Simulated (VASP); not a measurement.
**Nd4O: relaxation of cell and atoms with PBE**

Nd4O:

```
Nd O
1.0
     3.89197   -4.08684    0.00000
     3.89197    4.08684    0.00000
     0.00000    0.00000    3.49487
Nd O
4 1
Direct
  0.81060 0.18940 0.50000
  0.18940 0.81060 0.50000
  0.28520 0.28520 0.00000
  0.71480 0.71480 0.00000
  0.00000 0.00000 0.00000
```

The cell was generated, and may not be a known phase.

```yaml
Program: VASP 6.6.1
Task: relaxation of cell and atoms
Functional: PBE
Potentials_or_basis: VASP PAW PBE potentials, release 64 (Nd_3, O), 4f in core
Cutoff: 600 eV
k_mesh: 4 × 4 × 6
Occupations: gaussian, width 0.1 eV
Spin: no spin polarisation
Dipole_correction: no
Further_INCAR_settings: ALGO = Normal; EDIFF = 1e-07; IBRION = 2; EDIFFG = -0.04; NSW = 90; ISIF = 3
```

```json
{
  "Relaxed volume": "28.70 Å³/atom",
  "Relaxed cell": "a = 6.369 Å, b = 6.369 Å, c = 3.715 Å, α = 90.00°, β = 90.00°, γ = 72.25°",
  "Space group after relaxing (to 0.1 Å)": "Cmmm (No. 65)",
  "Energy gained by relaxing": "435.3 meV/atom",
  "Ionic steps": "37",
  "Pressure after relaxing": "0.0 GPa",
  "Largest force after relaxing": "0.039 eV/Å",
  "Band gap on the k mesh": "zero (bands 25 and 26 overlap by 0.64 eV)"
}
```

Forces in eV/Å, atoms in the order of the input:
```
Nd   0.000  0.039  0.000
Nd   0.000 -0.039  0.000
Nd   0.002  0.000  0.000
Nd  -0.002  0.000  0.000
O    0.000  0.000  0.000
```

The path:
```csv
step,energy change (eV),largest force (eV/Å),pressure (GPa),volume (Å³)
1,0.0000,2.6328,22.52,111.18
2,-1.1134,0.9116,-6.83,169.43
3,-1.9472,0.3506,0.30,140.85
4,-1.9473,0.3254,0.56,140.21
5,-1.9703,0.2487,0.19,141.80
6,-1.9863,0.1335,-0.39,144.68
7,-1.9896,0.0249,0.28,143.36
8,-1.9897,0.0340,0.16,143.58
9,-1.9914,0.0158,0.11,143.93
10,-1.9925,0.0520,0.05,144.46
11,-1.9934,0.0631,-0.06,144.83
12,-1.9950,0.0962,-0.38,145.94
13,-1.9951,0.1108,-0.52,146.45
14,-1.9953,0.1111,-0.53,146.47
15,-1.9956,0.1122,-0.54,146.52
16,-1.9964,0.1142,-0.55,146.63
17,-1.9979,0.1182,-0.59,146.85
18,-2.0012,0.1248,-0.68,147.29
19,-2.0089,0.1288,-0.88,148.13
20,-2.0240,0.0808,-1.27,149.71
21,-2.0262,0.2595,-1.82,152.42
22,-2.0295,0.1460,-1.51,150.94
23,-2.0310,0.1568,-1.51,150.97
24,-2.0349,0.1914,-1.50,151.04
25,-2.0416,0.2695,-1.46,151.15
26,-2.0504,0.4666,-1.31,151.19
27,-2.0603,0.4787,-1.13,150.53
28,-2.0853,0.5164,-0.55,148.57
29,-2.1119,0.5963,0.74,144.65
30,-2.1132,0.6235,1.20,143.35
31,-2.1332,0.5113,1.05,143.09
32,-2.1660,0.1874,0.71,142.22
33,-2.1677,0.0857,0.63,141.93
34,-2.1732,0.0499,0.16,143.06
35,-2.1746,0.0205,-0.24,144.05
36,-2.1758,0.0284,-0.16,143.83
37,-2.1766,0.0395,-0.04,143.52
```

Final structure:
```cif
data_structure
_symmetry_space_group_name_H-M 'P 1'
_symmetry_Int_Tables_number 1
_cell_length_a 6.3690
_cell_length_b 6.3690
_cell_length_c 3.7151
_cell_angle_alpha 90.000
_cell_angle_beta 90.000
_cell_angle_gamma 72.247
_cell_volume 143.52
loop_
_atom_site_label
_atom_site_type_symbol
_atom_site_fract_x
_atom_site_fract_y
_atom_site_fract_z
_atom_site_occupancy
Nd1 Nd 0.77245 0.22755 0.50000 1
Nd2 Nd 0.22755 0.77245 0.50000 1
Nd3 Nd 0.24139 0.24139 0.00000 1
Nd4 Nd 0.75861 0.75861 0.00000 1
O1 O 0.00000 0.00000 0.00000 1
```

Levels at points of the mesh, in eV from the Fermi level:
```
           k point  band 21  band 22  band 23  band 24  band 25  band 26  band 27  band 28  band 29  band 30
(0.00, 0.00, 0.00)    -3.35    -1.32    -1.30    -0.79    -0.42     1.20     1.29     1.40     1.64     2.14
(0.50, 0.00, 0.00)    -2.05    -1.81    -0.78    -0.23     0.02     0.87     0.96     1.11     1.68     1.89
(0.50, 0.50, 0.00)    -1.89    -1.36    -0.49    -0.28    -0.23    -0.16     0.50     0.95     1.80     2.01
(0.00, 0.00, 0.50)    -0.84    -0.62    -0.32     0.11     0.35     0.44     0.44     0.70     0.84     0.88
(0.50, 0.00, 0.50)    -1.19    -0.69    -0.66    -0.19    -0.19     0.09     0.30     0.81     1.06     1.92
(0.50, 0.50, 0.50)    -1.84    -1.27    -1.26    -1.24    -0.61    -0.29     1.28     1.85     1.99     2.04
```

Run time: 44 min on 1 thread of Intel(R) Xeon(R) Platinum 8375C CPU @ 2.90GHz (Ice Lake) (shared host), peak memory 0.31 GiB.

Caveat: the volume moved by over 15 % at a fixed basis, so the end points are rough; spin-orbit coupling is left out, which moves the levels of the heavy elements; the 4f electrons are frozen in the core, so they carry no moment and show no levels; the run has no spin polarisation, though such a crystal can be magnetic. Spin polarisation is off, so any magnetic state and its effect on volume and gap are missing.
